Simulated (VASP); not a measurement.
Write the native input for VASP 6.6.1 that does the following.

```yaml
Task: single point
Functional: PBE
Potentials_or_basis: VASP PAW PBE potentials, release 64 (La, O_h)
Cutoff: 1340 eV
k_mesh: 4 × 4 × 4
Occupations: gaussian, width 0.1 eV
Spin: no spin polarisation
Dipole_correction: no
Further_INCAR_settings: ALGO = Normal; EDIFF = 1e-06; NBANDS = 26
```

The structure of LaO4 lies in POSCAR:

```
LaO4
1.0
   -2.6776322200      2.6776322200      2.6776322200
    2.6776322200     -2.6776322200      2.6776322200
    2.6776322200      2.6776322200     -2.6776322200
La O
1 4
Direct
    0.0000000000      0.0000000000      0.0000000000
    0.0000000000      0.6305807800      0.0000000000
    0.3694192200      0.3694192200      0.3694192200
    0.0000000000      0.0000000000      0.6305807800
    0.6305807800      0.0000000000      0.0000000000
```

The cell was generated, and may not be a known phase.

The input as run:

INCAR

```
SYSTEM = LaO4
ALGO     = Normal         ! electronic algorithm
EDIFF    = 1E-6           ! SCF threshold, eV
ENCUT    = 1340           ! plane-wave cutoff, eV
GGA      = PE             ! functional
GGA_COMPAT= .FALSE.      
ISIF     = 2              ! what is computed and relaxed
ISMEAR   = 0              ! smearing method
LASPH    = .TRUE.         ! aspherical terms in the spheres
LCHARG   = .TRUE.         ! write CHGCAR
LELF     = .TRUE.         ! ELF
LMAXMIX  = 6              ! l up to which the mixer works
LREAL    = .FALSE.        ! projectors in reciprocal space
LVHAR    = .TRUE.       
LWAVE    = .FALSE.        ! write WAVECAR
NBANDS   = 26             ! bands
NELM     = 200            ! most SCF steps
PREC     = Accurate       ! precision mode
SIGMA    = 0.1            ! smearing width, eV
```

KPOINTS

```
k-points
0
G
  4 4 4
  0 0 0
```

Potentials or basis: VASP PAW PBE potentials, release 64 (La, O_h).

Launch:

```console
$ cat potpaw_PBE.64/La/POTCAR potpaw_PBE.64/O_h/POTCAR > POTCAR
$ mpirun -np 1 vasp_std > vasp.out
```

Results of the run:

```
Pressure               : 28.7 GPa
Largest force          : 5.256 eV/Å
Band gap on the k mesh : zero (an odd number of electrons rules out a gap without spin polarisation)
```

Caveat: the k points lie up to 0.41 Å⁻¹ apart, too coarse for converged energies and pressures of a metal; spin-orbit coupling is left out, which moves the levels of the heavy elements; an odd number of electrons without spin polarisation forces a metal; a magnetic or distorted state may lie lower.

It took 69 s on 1 thread of AMD EPYC 9R45 96-Core Processor (Zen 5) (shared host), peak memory 0.42 GiB.
